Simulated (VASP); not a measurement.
# LiCaF3 in VASP: a series of runs

Runs on LiCaF3. Level: PBE. Tasks: single point.

Program: VASP 6.6.1. These are calculated values, not measurements. Logs are shortened: lines on timing, memory, paths and dates and some standing lists are left out, and cuts for length are marked.

### 1 The cell of the first run

Symmetry: Pm-3m, No. 221, cubic system. Conventional cell: a = 3.761 Å, b = 3.761 Å, c = 3.761 Å, α = 90.00°, β = 90.00°, γ = 90.00°. Ca (site symmetry m-3m) has 12 F at 2.66 Å and 8 Li at 3.26 Å within 3.5 Å. F (site symmetry 4/mmm) has 2 Li at 1.88 Å within 2.5 Å. Within 2.5 Å of Li (site symmetry m-3m) lie 6 F at 1.88 Å.

### 2 Single point, PBE

Input file INCAR:

```
PREC = Accurate
ENCUT = 520
EDIFF = 1E-6
ISMEAR = 0
SIGMA = 0.05
LREAL = F
LASPH = T
NELM = 80
ALGO = Normal
ISIF = 2
LWAVE = F
LCHARG = F
GGA = PE
NBANDS = 25
```

Input file KPOINTS:

```
Automatic mesh
0
Gamma
  6 6 6
```

Input file POSCAR:

```
LiCaF3
1.0
    3.7612440000      0.0000000000      0.0000000000
    0.0000000000      3.7612440000      0.0000000000
    0.0000000000      0.0000000000      3.7612440000
Ca F Li
1 3 1
Direct
    0.0000000000      0.0000000000      0.0000000000
    0.5000000000      0.0000000000      0.5000000000
    0.5000000000      0.5000000000      0.0000000000
    0.0000000000      0.5000000000      0.5000000000
    0.5000000000      0.5000000000      0.5000000000
```

Potentials or basis: VASP PAW PBE potentials, release 64 (Ca_sv, F, Li_sv).

Launch:

```bash
> cat potpaw_PBE.64/Ca_sv/POTCAR potpaw_PBE.64/F/POTCAR potpaw_PBE.64/Li_sv/POTCAR > POTCAR
> mpirun -np 1 vasp_std > vasp.out
```

OUTCAR:

```text
PREC = Accurate
   ENCUT = 520
   EDIFF = 1E-6
   ISMEAR = 0
   LREAL = F
   LASPH = T
   NELM = 80
   ISIF = 2
   GGA = PE

 ion  position               nearest neighbor table
   1  0.000  0.000  0.000-
   2  0.500  0.000  0.500-   5 1.88   5 1.88
   3  0.500  0.500  0.000-   5 1.88   5 1.88
   4  0.000  0.500  0.500-   5 1.88   5 1.88
   5  0.500  0.500  0.500-   2 1.88   3 1.88   4 1.88   3 1.88   2 1.88   4 1.88

  LATTYP: Found a simple cubic cell.
 ALAT       =     3.7612440000

  Lattice vectors:

 A1 = (   3.7612440000,   0.0000000000,   0.0000000000)
 A2 = (   0.0000000000,   3.7612440000,   0.0000000000)
 A3 = (   0.0000000000,   0.0000000000,   3.7612440000)

Analysis of symmetry for initial positions (statically):
=====================================================================
 Subroutine PRICEL returns:
 Original cell was already a primitive cell.

 Routine SETGRP: Setting up the symmetry group for a
 simple cubic supercell.

 Subroutine GETGRP returns: Found 48 space group operations
 (whereof 48 operations were pure point group operations)
 out of a pool of 48 trial point group operations.

The static configuration has the point symmetry O_h .

Analysis of symmetry for dynamics (positions and initial velocities):
=====================================================================
 Subroutine PRICEL returns:
 Original cell was already a primitive cell.

 Routine SETGRP: Setting up the symmetry group for a
 simple cubic supercell.

 Subroutine GETGRP returns: Found 48 space group operations
 (whereof 48 operations were pure point group operations)
 out of a pool of 48 trial point group operations.

The dynamic configuration has the point symmetry O_h .

 Subroutine INISYM returns: Found 48 space group operations
 (whereof 48 operations are pure point group operations),
 and found     1 'primitive' translations

----------------------------------------------------------------------------------------

                                     Primitive cell

  volume of cell :      53.2102

  direct lattice vectors                    reciprocal lattice vectors
     3.761244000  0.000000000  0.000000000     0.265869484  0.000000000  0.000000000
     0.000000000  3.761244000  0.000000000     0.000000000  0.265869484  0.000000000
     0.000000000  0.000000000  3.761244000     0.000000000  0.000000000  0.265869484

  length of vectors
     3.761244000  3.761244000  3.761244000     0.265869484  0.265869484  0.265869484

  position of ions in fractional coordinates (direct lattice)
     0.000000000  0.000000000  0.000000000
     0.500000000  0.000000000  0.500000000
     0.500000000  0.500000000  0.000000000
     0.000000000  0.500000000  0.500000000
     0.500000000  0.500000000  0.500000000

  ion indices of the primitive-cell ions
   primitive index   ion index
                 1           1
                 2           2
                 3           3
                 4           4
                 5           5

----------------------------------------------------------------------------------------

 KPOINTS: Automatic mesh

Automatic generation of k-mesh.
 Grid dimensions read from file:
 generate k-points for:    6    6    6

 Generating k-lattice:

  Cartesian coordinates                     Fractional coordinates (reciprocal lattice)
     0.044311581  0.000000000  0.000000000     0.166666667  0.000000000  0.000000000
     0.000000000  0.044311581  0.000000000     0.000000000  0.166666667  0.000000000
     0.000000000  0.000000000  0.044311581     0.000000000  0.000000000  0.166666667

  Length of vectors
     0.044311581  0.044311581  0.044311581

  Shift w.r.t. Gamma in fractional coordinates (k-lattice)
     0.000000000  0.000000000  0.000000000

 Subroutine IBZKPT returns following result:
 ===========================================

 Found     20 irreducible k-points:

 Following reciprocal coordinates:
            Coordinates               Weight
  0.000000  0.000000  0.000000      1.000000
  0.166667  0.000000  0.000000      6.000000
  0.333333  0.000000  0.000000      6.000000
  0.500000  0.000000  0.000000      3.000000
  0.166667  0.166667  0.000000     12.000000
  0.333333  0.166667  0.000000     24.000000
[... 12 lines left out ...]
  0.500000  0.500000  0.333333      6.000000
  0.500000  0.500000  0.500000      1.000000
   k-points           NKPTS =     20   k-points in BZ     NKDIM =     20   number of bands    NBANDS=     25
   number of dos      NEDOS =    301   number of ions     NIONS =      5
   total plane-waves  NPLWV =  21952
   dimension x,y,z NGX =    28 NGY =   28 NGZ =   28
   dimension x,y,z NGXF=    56 NGYF=   56 NGZF=   56
   ions per type =               1   3   1
   NGX,Y,Z   is equivalent  to a cutoff of  12.38, 12.38, 12.38 a.u.
   NGXF,Y,Z  is equivalent  to a cutoff of  24.75, 24.75, 24.75 a.u.
 SYSTEM =  unknown system
   PREC   = accura    normal or accurate (medium, high low for compatibility)
   ISTART =      0    job   : 0-new  1-cont  2-samecut
   ICHARG =      2    charge: 1-file 2-atom 10-const
   ISPIN  =      1    spin polarized calculation?
   LNONCOLLINEAR =      F non collinear calculations
   LSORBIT =      F    spin-orbit coupling
   LASPH  =      T    aspherical Exc in radial PAW
   ENCUT  =  520.0 eV  38.22 Ry    6.18 a.u.   6.99  6.99  6.99*2*pi/ulx,y,z
   NELM   =     80;   NELMIN=  2; NELMDL= -5     # of ELM steps
   EDIFF  = 0.1E-05   stopping-criterion for ELM
   LREAL  =      F    real-space projection
   EDIFFG = 0.1E-04   stopping-criterion for IOM
   NSW    =      0    number of steps for IOM
   IBRION =     -1    ionic relax: 0-MD 1-quasi-New 2-CG
   NFREE  =      0    steps in history (QN), initial steepest desc. (CG)
   ISIF   =      2    stress and relaxation
   ISYM   =      2    0-nonsym 1-usesym 2-fastsym
   POTIM  = 0.5000    time-step for ionic-motion
   TEBEG  =    0.0;   TEEND  =   0.0 temperature during run
   PSTRESS=    0.0 pullay stress
   NELECT =      34.0000    total number of electrons
   NUPDOWN=      -1.0000    fix difference up-down
   EMIN   =  10.00;   EMAX   =-10.00  energy-range for DOS
   EFERMI =   0.00;   METHOD = LEGACY
   ISMEAR =     0;   SIGMA  =   0.05  broadening in eV -4-tet -1-fermi 0-gaus
   EFERMI_NEDOS =   21; number of points for ismear=-14 and -15
   IALGO  =     38    algorithm
   IMIX   =      4    mixing-type and parameters
     AMIX     =   0.40;   BMIX     =  1.00
     AMIX_MAG =   1.60;   BMIX_MAG =  1.00
  volume/ion in A,a.u.               =      10.64        71.82
  Fermi-wavevector in a.u.,A,eV,Ry     =   1.410056  2.664619 27.051883  1.988257
  Thomas-Fermi vector in A             =   2.532049
   LORBIT       =      0    0 simple, 1 ext, 2 COOP (PROOUT), +10 PAW based schemes
   GGA     = PE    functional components
   LHFCALC =     F    Hartree Fock is set to
   AEXX    =    0.0000 exact exchange contribution
   IVDW    =     0    specifies the selected vdW correction
   LEPSILON=     F    determine dielectric tensor
   LRPA    =     F    only Hartree local field effects (RPA)
 non-spin polarized calculation
 Gauss-broadening in eV      SIGMA  =   0.05
  energy-cutoff  :      520.00
  volume of cell :       53.21
 maximum number of plane-waves:      1472
 NGX is ok and might be reduce to    28
   NGX = 13   NGY = 13   NGZ = 13

 number of electron      33.9999946 magnetization

 Free energy of the ion-electron system (eV)
  ---------------------------------------------------
  ext. energy  EPLUGINS =         0.00000000
  ---------------------------------------------------
  free energy    TOTEN  =       -26.08822816 eV

  energy without entropy =      -26.08822816  energy(sigma->0) =      -26.08822816

 E-fermi :   0.4112     XC(G=0): -10.2721

 val. band max:        0.0806561349   @ k =   0.5000   0.5000   0.5000
 cond. band min:       6.5610937499   @ k =   0.0000   0.0000   0.0000
 fundamental gap:      6.4804376151
 Fermi energy:         0.4111501808

 k-point     1 :       0.0000    0.0000    0.0000
  band No.  band energies     occupation
      1     -40.1193      2.00000
      2     -37.7088      2.00000
      3     -20.2115      2.00000
      4     -19.2844      2.00000
      5     -19.2844      2.00000
      6     -18.6245      2.00000
[... 17 lines left out ...]
     24      17.6061      0.00000
     25      17.6061      0.00000

 k-point     2 :       0.1667    0.0000    0.0000
  band No.  band energies     occupation
      1     -40.1185      2.00000
      2     -37.7066      2.00000
      3     -20.2252      2.00000
      4     -19.4155      2.00000
      5     -19.2804      2.00000
      6     -18.6203      2.00000
[... 17 lines left out ...]
     24      16.0621      0.00000
     25      17.5697      0.00000

 k-point     3 :       0.3333    0.0000    0.0000
  band No.  band energies     occupation
      1     -40.1166      2.00000
      2     -37.7022      2.00000
      3     -20.2542      2.00000
      4     -19.6033      2.00000
      5     -19.2705      2.00000
      6     -18.6120      2.00000
[... 17 lines left out ...]
     24      13.5894      0.00000
     25      17.4797      0.00000

 k-point     4 :       0.5000    0.0000    0.0000
  band No.  band energies     occupation
      1     -40.1156      2.00000
      2     -37.7000      2.00000
      3     -20.2695      2.00000
      4     -19.6789      2.00000
      5     -19.2655      2.00000
      6     -18.6078      2.00000
[... 17 lines left out ...]
     24      11.2545      0.00000
     25      17.4213      0.00000

 k-point     5 :       0.1667    0.1667    0.0000
  band No.  band energies     occupation
      1     -40.1175      2.00000
      2     -37.7044      2.00000
      3     -20.2224      2.00000
      4     -19.4819      2.00000
      5     -19.3313      2.00000
      6     -18.6163      2.00000
[... 17 lines left out ...]
     24      15.8284      0.00000
     25      16.3322      0.00000

 k-point     6 :       0.3333    0.1667    0.0000
  band No.  band energies     occupation
      1     -40.1157      2.00000
      2     -37.7000      2.00000
      3     -20.2141      2.00000
      4     -19.6604      2.00000
      5     -19.3295      2.00000
      6     -18.6081      2.00000
[... 17 lines left out ...]
     24      13.6605      0.00000
     25      16.1468      0.00000
[... 281 lines left out ...]
 k-point    17 :       0.3333    0.3333    0.3333
  band No.  band energies     occupation
      1     -40.1113      2.00000
      2     -37.6895      2.00000
      3     -19.9707      2.00000
      4     -19.6240      2.00000
      5     -19.6240      2.00000
      6     -18.6156      2.00000
[... 17 lines left out ...]
     24      14.1560      0.00000
     25      14.6860      0.00000

 k-point    18 :       0.5000    0.3333    0.3333
  band No.  band energies     occupation
      1     -40.1104      2.00000
      2     -37.6875      2.00000
      3     -19.8508      2.00000
      4     -19.7629      2.00000
      5     -19.5566      2.00000
      6     -18.6878      2.00000
[... 17 lines left out ...]
     24      13.5115      0.00000
     25      14.4431      0.00000

 k-point    19 :       0.5000    0.5000    0.3333
  band No.  band energies     occupation
      1     -40.1096      2.00000
      2     -37.6855      2.00000
      3     -19.7284      2.00000
      4     -19.7284      2.00000
      5     -19.6350      2.00000
      6     -18.6842      2.00000
[... 17 lines left out ...]
     24      14.0177      0.00000
     25      14.0177      0.00000

 k-point    20 :       0.5000    0.5000    0.5000
  band No.  band energies     occupation
      1     -40.1088      2.00000
      2     -37.6836      2.00000
      3     -19.6490      2.00000
      4     -19.6490      2.00000
      5     -19.6490      2.00000
      6     -18.7144      2.00000
[... 17 lines left out ...]
     24      14.7682      0.00000
     25      14.7682      0.00000

------------------------ aborting loop because EDIFF is reached ----------------------------------------

  FORCE on cell =-STRESS in cart. coord.  units (eV):
  Direction    XX          YY          ZZ          XY          YZ          ZX
  --------------------------------------------------------------------------------------
  -------------------------------------------------------------------------------------
  Total       -0.0292127     -0.0292127     -0.0292127     -0.0000000     -0.0000000     -0.0000000
  in kB       -0.8796044     -0.8796044     -0.8796044     -0.0000000     -0.0000000     -0.0000000
  external PRESSURE =      -0.8796044 kB  Pullay stress =       0.0000000 kB

 VOLUME and BASIS-vectors are now :
 -----------------------------------------------------------------------------
  energy-cutoff  :      520.00
  volume of cell :       53.21
      direct lattice vectors                 reciprocal lattice vectors
     3.761244000  0.000000000  0.000000000     0.265869484  0.000000000  0.000000000
     0.000000000  3.761244000  0.000000000     0.000000000  0.265869484  0.000000000
     0.000000000  0.000000000  3.761244000     0.000000000  0.000000000  0.265869484

 POSITION                                       TOTAL-FORCE (eV/Angst)
 -----------------------------------------------------------------------------------
      0.00000      0.00000      0.00000         0.000000      0.000000      0.000000
      1.88062      0.00000      1.88062         0.000000      0.000000      0.000000
      1.88062      1.88062      0.00000         0.000000      0.000000      0.000000
      0.00000      1.88062      1.88062         0.000000      0.000000      0.000000
      1.88062      1.88062      1.88062         0.000000      0.000000      0.000000
 -----------------------------------------------------------------------------------
    total drift:                                0.000000      0.000000      0.000000

  FREE ENERGIE OF THE ION-ELECTRON SYSTEM (eV)
  ---------------------------------------------------
  free  energy   TOTEN  =       -26.0882281554 eV

  energy  without entropy=      -26.0882281554  energy(sigma->0) =      -26.08822816
```

It took 9.4 s on 1 thread of Intel Xeon 6975P-C (Granite Rapids), shared host; peak memory 0.16 GiB.

Results:

- Free energy: -26.0882 eV
- Band gap on the k mesh: 6.48 eV, indirect (least direct gap 6.59 eV)

Levels at points of the mesh, in eV from the valence-band top:
```tsv
k point	band 14	band 15	band 16	band 17	band 18	band 19	band 20	band 21
(0.00, 0.00, 0.00)	-0.82	-0.11	-0.11	-0.11	6.48	6.48	6.85	8.07
(0.50, 0.00, 0.00)	-1.18	-1.18	-0.42	-0.42	7.54	7.64	8.21	8.81
(0.50, 0.50, 0.00)	-1.39	-1.39	-0.14	-0.06	7.89	8.05	8.78	8.78
(0.50, 0.50, 0.50)	-0.13	0.00	0.00	0.00	7.47	7.47	7.47	8.86
```

Caveat: the cutoff is under 1.25 times the usual one of these potentials, so pressure, stress and relaxed cells hold a basis-set (Pulay) error. A k mesh can miss the band edges.

### 3 Single point, PBE

Input file INCAR:

```
PREC = Accurate
ENCUT = 520
EDIFF = 1E-6
ISMEAR = -1
SIGMA = 0.1
LREAL = False
LASPH = True
NELM = 60
ALGO = Normal
ISIF = 2
LWAVE = False
LCHARG = False
GGA = PE
NBANDS = 25
```

Input file KPOINTS:

```
regular mesh
0
Gamma
  5 5 5
```

Input file POSCAR:

```
LiCaF3
1.0
    3.7612440000      0.0000000000      0.0000000000
    0.0000000000      3.7612440000      0.0000000000
    0.0000000000      0.0000000000      3.7612440000
Ca F Li
1 3 1
Direct
    0.0110750000      0.0129230000     -0.0006680000
    0.5025600000      0.0058920000      0.4988120000
    0.4969350000      0.4927940000      0.0077590000
    0.0181100000      0.4918640000      0.5024320000
    0.5139370000      0.4960350000      0.5028420000
```

Potentials or basis: VASP PAW PBE potentials, release 64 (Ca_sv, F, Li_sv).

Launch:

```bash
> cat potpaw_PBE.64/Ca_sv/POTCAR potpaw_PBE.64/F/POTCAR potpaw_PBE.64/Li_sv/POTCAR > POTCAR
> mpirun -np 1 vasp_std > vasp.out
```

Run time: 25 s. Hardware: 1 thread of Intel Xeon 6975P-C (Granite Rapids), shared host; peak memory 0.2 GiB.

It converged, with:

* Free energy: -26.0628 eV
* Largest force: 0.510 eV/Å
* Band gap on the k mesh: 6.57 eV, indirect (least direct gap 6.61 eV)

Forces in eV/Å, atoms in the order of the input:
```
Ca   0.110  0.058  0.026
F    0.185 -0.436  0.096
F    0.206  0.086 -0.253
F   -0.495  0.089  0.084
Li  -0.006  0.203  0.048
```

Levels at points of the mesh, in eV from the valence-band top:
```csv
k point,band 15,band 16,band 17,band 18,band 19,band 20
"(0.00, 0.00, 0.00)",-0.06,-0.04,-0.04,6.57,6.57,6.91
```

Caveat: the cutoff is under 1.25 times the usual one of these potentials, so pressure, stress and relaxed cells hold a basis-set (Pulay) error. A k mesh can miss the band edges.
